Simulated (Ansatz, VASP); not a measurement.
Mg3Sb2 in VASP and in Ansatz

```
CELL_PARAMETERS angstrom
4.56916 0.00000 0.00000
-2.28458 3.95701 0.00000
0.00000 0.00000 7.24042
ATOMIC_POSITIONS crystal
Mg 0.33333 0.66667 0.63366
Mg 0.66667 0.33333 0.36634
Mg 0.00000 0.00000 0.00000
Sb 0.33333 0.66667 0.22874
Sb 0.66667 0.33333 0.77126
```

Alike in both runs: functional r2SCAN; k mesh 6 × 6 × 4; occupations gaussian, width 0.02 eV; no spin polarisation.

Ansatz relaxed the structure, and its values are those at the end. VASP's run is a single point on that final structure, the one shown.

|  | VASP | Ansatz |
| --- | --- | --- |
| version | VASP 6.6.1 | Ansatz 0.2.0 |
| potentials or method | VASP PAW PBE potentials, release 64 (Mg, Sb), cutoff 660 eV | scalar-relativistic, plane waves, PAW |
| valence electrons in the cell | 16 | 60 |

|  | VASP | Ansatz | Ansatz less VASP |
| --- | --- | --- | --- |
| gap on the k mesh at the Fermi level (eV) | 0.56 | 0.60 | +0.038 |
| least direct gap on the mesh (eV) | 1.75 | 1.77 | +0.028 |
| pressure (GPa) | 0.0 | 0.0 | 0.00 |
| rms of the force components (eV/Å) | 0.006 | 0.001 | -0.0053 |

VASP's potentials were made for PBE, not for r2SCAN. VASP's potentials hold 16 valence electrons a cell and Ansatz's 60, so a difference there can come from the potentials and not from the codes.

Spin-orbit coupling is off throughout.
